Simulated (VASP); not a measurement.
Set up this calculation in VASP 6.6.1, as the native input.

* Task: single point
* Functional: r2SCAN
* Potentials or basis: VASP PAW PBE potentials, release 64 (Fe)
* Cutoff: 520 eV
* k mesh: 12 × 12 × 12
* Occupations: gaussian, width 0.05 eV
* Spin: collinear spin, ferromagnetic start
* Starting moments: [4.0] μB
* Dipole correction: no
* Further INCAR settings: ALGO = Normal; EDIFF = 1e-06; NBANDS = 14

The system is Fe.

```xyz
1
Lattice="-1.4430 1.4430 1.4430 1.4430 -1.4430 1.4430 1.4430 1.4430 -1.4430" Properties=species:S:1:pos:R:3 pbc="T T T"
Fe    0.0000    0.0000    0.0000
```

These files were run (other wordings do the same):

POSCAR

```
Fe
1.0
   -1.4430000000      1.4430000000      1.4430000000
    1.4430000000     -1.4430000000      1.4430000000
    1.4430000000      1.4430000000     -1.4430000000
Fe
1
Direct
    0.0000000000      0.0000000000      0.0000000000
```

INCAR.step1

```
ALGO = Normal
EDIFF = 1E-4
ENCUT = 520
GGA = PE
ISMEAR = 0
ISPIN = 2
LASPH = True
LCHARG = False
LMAXMIX = 4
LREAL = False
LWAVE = True
MAGMOM = 4
NBANDS = 14
NELM = 150
PREC = Accurate
SIGMA = 0.05
```

INCAR.step2

```
ALGO = Normal
EDIFF = 1E-6
ENCUT = 520
ISIF = 2
ISMEAR = 0
ISPIN = 2
ISTART = 1
LASPH = True
LCHARG = False
LMAXMIX = 4
LMIXTAU = True
LORBIT = 11
LREAL = False
LWAVE = False
MAGMOM = 4
METAGGA = R2SCAN
NBANDS = 14
NELM = 150
PREC = Accurate
SIGMA = 0.05
```

KPOINTS

```
k-points
0
Gamma
  12 12 12
```

Potentials or basis: VASP PAW PBE potentials, release 64 (Fe).

Launch:

```sh
$ cat potpaw_PBE.64/Fe/POTCAR > POTCAR
$ cp INCAR.step1 INCAR
$ mpirun -np 1 vasp_std > vasp.out
$ cp INCAR.step2 INCAR
$ mpirun -np 1 vasp_std > vasp.out
```

It gave:

The pressure is -2.4 GPa, the net moment is 2.71 μB per cell and the site moments are Fe +2.79 μB. The valence electrons inside the program's atomic spheres are Fe 7.16.

Caveat: the PAW data sets were made with another functional, which shifts forces and pressure a little.

It took 2.3 min on 1 thread of AMD EPYC 7R13 (shared host), peak memory 0.12 GiB.
